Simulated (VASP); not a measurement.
# BaTiO3 in VASP: single point with PBE+D3(BJ)

Aim: the single point of BaTiO3 with PBE+D3(BJ).

Program: VASP 6.6.1. These are calculated values, not measurements. Logs are shortened: lines on timing, memory, paths and dates and some standing lists are left out, and cuts for length are marked.

## Step 1: The cell of the first run

The cell holds a slab with vacuum, 15 atoms: a = 5.655 Å, b = 5.655 Å, c = 16.722 Å, α = 90.00°, β = 90.00°, γ = 120.00°.

## Step 2: Single point, PBE+D3(BJ)

INCAR reads:

```
  PREC = Accurate
  ENCUT = 520
  EDIFF = 1E-7
  ISMEAR = -1
  SIGMA = 0.05
  LREAL = Auto
  LASPH = T
  NELM = 80
  ALGO = Normal
  ISIF = 2
  LWAVE = F
  LCHARG = F
  GGA = PE
  IVDW = 12
  NBANDS = 73
```

KPOINTS reads:

```
Automatic mesh
0
Gamma
  2 2 1
```

POSCAR reads:

```
BaTiO3
1.0
    5.6546840032      0.0000000000      0.0000000000
   -2.8273420016      4.8970999972      0.0000000000
    0.0000000000      0.0000000000     16.7216630000
Ba Ti O
3 3 9
Direct
    0.0000000000      0.0000000000      0.0598027000
    0.6666666667      0.3333333333      0.1801321670
    0.3333333333      0.6666666667      0.3373814989
    0.3333333333      0.6666666667      0.1246763000
    0.0000000000      0.0000000000      0.2702574441
    0.6666666667      0.3333333333      0.4010918645
    0.4971000000      0.9942000000      0.0657091000
    0.0058000000      0.5029000000      0.0657091000
    0.4971000000      0.5029000000      0.0657091000
    0.1633633453      0.3267266906      0.2184470936
    0.6732733094      0.8366366547      0.2184470936
    0.1633633453      0.8366366547      0.2184470936
    0.8345756489      0.6691512979      0.3646397617
    0.3308487021      0.1654243511      0.3646397617
    0.8345756489      0.1654243511      0.3646397617
```

Potentials or basis: VASP PAW PBE potentials, release 64 (Ba_sv, Ti_sv, O).

Launch:

```bash
$ cat potpaw_PBE.64/Ba_sv/POTCAR potpaw_PBE.64/Ti_sv/POTCAR potpaw_PBE.64/O/POTCAR > POTCAR
$ mpirun -np 1 vasp_std > vasp.out
```

OUTCAR:

```text
PREC = Accurate
   ENCUT = 520
   EDIFF = 1E-7
   ISMEAR = -1
   LREAL = Auto
   LASPH = T
   NELM = 80
   ISIF = 2
   GGA = PE
   IVDW = 12
 IVDW          = 12

 ion  position               nearest neighbor table
   1  0.000  0.000  0.060-   7 2.83   7 2.83   9 2.83   8 2.83   8 2.83   9 2.83  11 3.10  12 3.10
                            10 3.10   4 3.44   4 3.44   4 3.44   5 3.52   2 3.83   2 3.83   2 3.83
   2  0.667  0.333  0.180-   8 2.53   7 2.53   9 2.53  10 2.90  11 2.90  12 2.90  12 2.90  10 2.90
                            11 2.90   4 3.39   4 3.39   4 3.39   5 3.60   5 3.60   5 3.60   6 3.69
   3  0.333  0.667  0.337-  12 2.59  11 2.59  10 2.59  13 2.86  13 2.86  14 2.86  15 2.86  15 2.86
                            14 2.86   6 3.43   6 3.43   6 3.43   5 3.45   5 3.45   5 3.45   4 3.56
   4  0.333  0.667  0.125-   8 1.88   7 1.88   9 1.88  12 2.29  11 2.29  10 2.29   2 3.39   2 3.39
                             2 3.39   1 3.44   1 3.44   1 3.44   3 3.56
   5  0.000  0.000  0.270-  11 1.82  12 1.82  10 1.82  14 2.26  13 2.26  15 2.26   3 3.45   3 3.45
                             3 3.45   1 3.52   2 3.60   2 3.60   2 3.60
   6  0.667  0.333  0.401-  15 1.75  14 1.75  13 1.75   3 3.43   3 3.43   3 3.43   2 3.69
   7  0.497  0.994  0.066-   4 1.88   2 2.53   1 2.83   1 2.83
   8  0.006  0.503  0.066-   4 1.88   2 2.53   1 2.83   1 2.83
   9  0.497  0.503  0.066-   4 1.88   2 2.53   1 2.83   1 2.83
  10  0.163  0.327  0.218-   5 1.82   4 2.29   3 2.59   2 2.90   2 2.90   1 3.10
  11  0.673  0.837  0.218-   5 1.82   4 2.29   3 2.59   2 2.90   2 2.90   1 3.10
  12  0.163  0.837  0.218-   5 1.82   4 2.29   3 2.59   2 2.90   2 2.90   1 3.10
  13  0.835  0.669  0.365-   6 1.75   5 2.26   3 2.86   3 2.86
  14  0.331  0.165  0.365-   6 1.75   5 2.26   3 2.86   3 2.86
  15  0.835  0.165  0.365-   6 1.75   5 2.26   3 2.86   3 2.86

  LATTYP: Found a hexagonal cell.
 ALAT       =     5.6546840032
 C/A-ratio  =     2.9571348267

  Lattice vectors:

 A1 = (   5.6546840032,   0.0000000000,   0.0000000000)
 A2 = (  -2.8273420016,   4.8970999972,   0.0000000000)
 A3 = (   0.0000000000,   0.0000000000,  16.7216630000)

Analysis of symmetry for initial positions (statically):
=====================================================================
 Subroutine PRICEL returns:
 Original cell was already a primitive cell.

 Routine SETGRP: Setting up the symmetry group for a
 hexagonal supercell.

 Subroutine GETGRP returns: Found  6 space group operations
 (whereof  6 operations were pure point group operations)
 out of a pool of 24 trial point group operations.

The static configuration has the point symmetry C_3v.

Analysis of symmetry for dynamics (positions and initial velocities):
=====================================================================
 Subroutine PRICEL returns:
 Original cell was already a primitive cell.

 Routine SETGRP: Setting up the symmetry group for a
 hexagonal supercell.

 Subroutine GETGRP returns: Found  6 space group operations
 (whereof  6 operations were pure point group operations)
 out of a pool of 24 trial point group operations.

The dynamic configuration has the point symmetry C_3v.

 Subroutine INISYM returns: Found  6 space group operations
 (whereof  6 operations are pure point group operations),
 and found     1 'primitive' translations

----------------------------------------------------------------------------------------

                                     Primitive cell

  volume of cell :     463.0488

  direct lattice vectors                    reciprocal lattice vectors
     5.654684003  0.000000000  0.000000000     0.176844542  0.102101244  0.000000000
    -2.827342002  4.897099997  0.000000000     0.000000000  0.204202487  0.000000000
     0.000000000  0.000000000 16.721663000     0.000000000  0.000000000  0.059802664

  length of vectors
     5.654684003  5.654684003 16.721663000     0.204202487  0.204202487  0.059802664

  position of ions in fractional coordinates (direct lattice)
     0.000000000  0.000000000  0.059802700
     0.666666667  0.333333333  0.180132167
     0.333333333  0.666666667  0.337381499
     0.333333333  0.666666667  0.124676300
     0.000000000  0.000000000  0.270257444
     0.666666667  0.333333333  0.401091865
     0.497100000  0.994200000  0.065709100
     0.005800000  0.502900000  0.065709100
     0.497100000  0.502900000  0.065709100
     0.163363345  0.326726691  0.218447094
     0.673273309  0.836636655  0.218447094
     0.163363345  0.836636655  0.218447094
     0.834575649  0.669151298  0.364639762
     0.330848702  0.165424351  0.364639762
     0.834575649  0.165424351  0.364639762

  ion indices of the primitive-cell ions
   primitive index   ion index
                 1           1
                 2           2
                 3           3
                 4           4
                 5           5
                 6           6
                 7           7
                 8           8
                 9           9
                10          10
                11          11
                12          12
                13          13
                14          14
                15          15

----------------------------------------------------------------------------------------

 KPOINTS: Automatic mesh

Automatic generation of k-mesh.
 Grid dimensions read from file:
 generate k-points for:    2    2    1

 Generating k-lattice:

  Cartesian coordinates                     Fractional coordinates (reciprocal lattice)
     0.088422271  0.051050622  0.000000000     0.500000000  0.000000000  0.000000000
     0.000000000  0.102101244  0.000000000     0.000000000  0.500000000  0.000000000
     0.000000000  0.000000000  0.059802664     0.000000000  0.000000000  1.000000000

  Length of vectors
     0.102101244  0.102101244  0.059802664

  Shift w.r.t. Gamma in fractional coordinates (k-lattice)
     0.000000000  0.000000000  0.000000000

 Subroutine IBZKPT returns following result:
 ===========================================

 Found      2 irreducible k-points:

 Following reciprocal coordinates:
            Coordinates               Weight
  0.000000  0.000000  0.000000      1.000000
  0.500000  0.000000  0.000000      3.000000
   k-points           NKPTS =      2   k-points in BZ     NKDIM =      2   number of bands    NBANDS=     73
   number of dos      NEDOS =    301   number of ions     NIONS =     15
   total plane-waves  NPLWV = 222264
   dimension x,y,z NGX =    42 NGY =   42 NGZ =  126
   dimension x,y,z NGXF=    84 NGYF=   84 NGZF=  252
   ions per type =               3   3   9
   NGX,Y,Z   is equivalent  to a cutoff of  12.35, 12.35, 12.53 a.u.
   NGXF,Y,Z  is equivalent  to a cutoff of  24.70, 24.70, 25.05 a.u.
 SYSTEM =  unknown system
   PREC   = accura    normal or accurate (medium, high low for compatibility)
   ISTART =      0    job   : 0-new  1-cont  2-samecut
   ICHARG =      2    charge: 1-file 2-atom 10-const
   ISPIN  =      1    spin polarized calculation?
   LNONCOLLINEAR =      F non collinear calculations
   LSORBIT =      F    spin-orbit coupling
   LASPH  =      T    aspherical Exc in radial PAW
   ENCUT  =  520.0 eV  38.22 Ry    6.18 a.u.  10.51 10.51 31.09*2*pi/ulx,y,z
   NELM   =     80;   NELMIN=  2; NELMDL= -5     # of ELM steps
   EDIFF  = 0.1E-06   stopping-criterion for ELM
   LREAL  =      T    real-space projection
   EDIFFG = 0.1E-05   stopping-criterion for IOM
   NSW    =      0    number of steps for IOM
   IBRION =     -1    ionic relax: 0-MD 1-quasi-New 2-CG
   NFREE  =      0    steps in history (QN), initial steepest desc. (CG)
   ISIF   =      2    stress and relaxation
   ISYM   =      2    0-nonsym 1-usesym 2-fastsym
   POTIM  = 0.5000    time-step for ionic-motion
   TEBEG  =    0.0;   TEEND  =   0.0 temperature during run
   PSTRESS=    0.0 pullay stress
   NELECT =     120.0000    total number of electrons
   NUPDOWN=      -1.0000    fix difference up-down
   EMIN   =  10.00;   EMAX   =-10.00  energy-range for DOS
   EFERMI =   0.00;   METHOD = LEGACY
   ISMEAR =    -1;   SIGMA  =   0.05  broadening in eV -4-tet -1-fermi 0-gaus
   EFERMI_NEDOS =   21; number of points for ismear=-14 and -15
   IALGO  =     38    algorithm
   IMIX   =      4    mixing-type and parameters
     AMIX     =   0.40;   BMIX     =  1.00
     AMIX_MAG =   1.60;   BMIX_MAG =  1.00
  volume/ion in A,a.u.               =      30.87       208.32
  Fermi-wavevector in a.u.,A,eV,Ry     =   1.043742  1.972386 14.822139  1.089396
  Thomas-Fermi vector in A             =   2.178464
   LORBIT       =      0    0 simple, 1 ext, 2 COOP (PROOUT), +10 PAW based schemes
   GGA     = PE    functional components
   LHFCALC =     F    Hartree Fock is set to
   AEXX    =    0.0000 exact exchange contribution
   IVDW    =    12    specifies the selected vdW correction
   LEPSILON=     F    determine dielectric tensor
   LRPA    =     F    only Hartree local field effects (RPA)
 non-spin polarized calculation
  energy-cutoff  :      520.00
  volume of cell :      463.05
 maximum number of plane-waves:     12472
   NGX = 21   NGY = 21   NGZ = 63

 number of electron     119.9999979 magnetization

 Free energy of the ion-electron system (eV)
  ---------------------------------------------------
  ext. energy  EPLUGINS =         0.00000000
  ---------------------------------------------------
  free energy    TOTEN  =      -114.29425712 eV

  energy without entropy =     -114.24669653  energy(sigma->0) =     -114.27047682

 E-fermi :  -0.1538     XC(G=0):  -5.6886

 val. band max:       -0.1947598138   @ k =   0.0000   0.0000   0.0000
 cond. band min:      -0.1420442439   @ k =   0.0000   0.0000   0.0000
 fundamental gap:      0.0527155698
 Fermi energy:        -0.1537853160

 k-point     1 :       0.0000    0.0000    0.0000
  band No.  band energies     occupation
      1     -57.7754      2.00000
      2     -57.4191      2.00000
      3     -56.0752      2.00000
      4     -34.2303      2.00000
      5     -34.2303      2.00000
      6     -34.2298      2.00000
[... 64 lines left out ...]
     71       3.5911      0.00000
     72       3.5911      0.00000

 k-point     2 :       0.5000    0.0000    0.0000
  band No.  band energies     occupation
      1     -57.7754      2.00000
      2     -57.4191      2.00000
      3     -56.0752      2.00000
      4     -34.2315      2.00000
      5     -34.2306      2.00000
      6     -34.2296      2.00000
[... 64 lines left out ...]
     71       3.5353      0.00000
     72       3.6482      0.00000
 [bands above 72 left out]

------------------------ aborting loop because EDIFF is reached ----------------------------------------

 Edisp (eV)   -2.56111

 E8    (eV) :    -1.1956

  FORCE on cell =-STRESS in cart. coord.  units (eV):
  Direction    XX          YY          ZZ          XY          YZ          ZX
  --------------------------------------------------------------------------------------
  -------------------------------------------------------------------------------------
  Total       6.06319     6.06319    -2.37431     0.00000     0.00000    -0.00000
  in kB      20.97900    20.97900    -8.21524     0.00000     0.00000    -0.00000
  external pressure =       11.25 kB  Pullay stress =        0.00 kB

 VOLUME and BASIS-vectors are now :
 -----------------------------------------------------------------------------
  energy-cutoff  :      520.00
  volume of cell :      463.05
      direct lattice vectors                 reciprocal lattice vectors
     5.654684003  0.000000000  0.000000000     0.176844542  0.102101244  0.000000000
    -2.827342002  4.897099997  0.000000000     0.000000000  0.204202487  0.000000000
     0.000000000  0.000000000 16.721663000     0.000000000  0.000000000  0.059802664

 POSITION                                       TOTAL-FORCE (eV/Angst)
 -----------------------------------------------------------------------------------
      0.00000      0.00000      1.00000         0.000000      0.000000     -1.178783
      2.82734      1.63237      3.01211         0.000000      0.000000      0.360320
     -0.00000      3.26473      5.64158         0.000000      0.000000      0.292890
     -0.00000      3.26473      2.08480         0.000000      0.000000     -4.019895
      0.00000      0.00000      4.51915         0.000000      0.000000      0.142517
      2.82734      1.63237      6.70692         0.000000      0.000000      0.206323
      0.00000      4.86870      1.09877        -0.000000     -1.622963      1.577910
     -1.38907      2.46275      1.09877         1.405527      0.811481      1.577910
      1.38907      2.46275      1.09877        -1.405527      0.811481      1.577910
      0.00000      1.60001      3.65280         0.000000     -0.000996     -0.131099
      1.44169      4.09709      3.65280         0.000863      0.000498     -0.131099
     -1.44169      4.09709      3.65280        -0.000863      0.000498     -0.131099
      2.82734      3.27690      6.09738         0.000000      0.097754     -0.047935
      1.40313      0.81010      6.09738        -0.084657     -0.048877     -0.047935
      4.25155      0.81010      6.09738         0.084657     -0.048877     -0.047935
 -----------------------------------------------------------------------------------
    total drift:                                0.000005     -0.000003     -0.023953

  FREE ENERGIE OF THE ION-ELECTRON SYSTEM (eV)
  ---------------------------------------------------
  free  energy   TOTEN  =      -116.8553652623 eV

  energy  without entropy=     -116.8078046669  energy(sigma->0) =     -116.83158496
```

Run time: 3.8 min. Hardware: 1 thread of Intel Xeon Platinum 8259CL at 2.50GHz (Skylake/Cascade Lake), shared host; peak memory 0.5 GiB.

What came out:

```yaml
Free_energy: -116.8554 eV
Largest_force: 4.020 eV/Å
Band_gap_on_the_k_mesh: 0.05 eV, direct
Dispersion_energy_per_atom: -0.171 eV
```

Forces on the atoms (eV/Å):
```
Ba   0.000  0.000 -1.179
Ba   0.000  0.000  0.360
Ba   0.000  0.000  0.293
Ti   0.000  0.000 -4.020
Ti   0.000  0.000  0.143
Ti   0.000  0.000  0.206
O    0.000 -1.623  1.578
O    1.406  0.811  1.578
O   -1.406  0.811  1.578
O    0.000 -0.001 -0.131
O    0.001  0.000 -0.131
O   -0.001  0.000 -0.131
O    0.000  0.098 -0.048
O   -0.085 -0.049 -0.048
O    0.085 -0.049 -0.048
```

Levels at points of the mesh, in eV from the valence-band top:
```csv
k point,band 57,band 58,band 59,band 60,band 61,band 62,band 63,band 64
"(0.00, 0.00, 0.00)",-1.19,-0.10,-0.10,0.00,0.05,1.95,1.95,2.44
"(0.50, 0.00, 0.00)",-0.77,-0.54,-0.32,-0.19,0.48,1.70,2.17,2.20
```

Caveat: the k points lie up to 0.64 Å⁻¹ apart; spin-orbit coupling is left out, which moves the levels of the heavy elements.
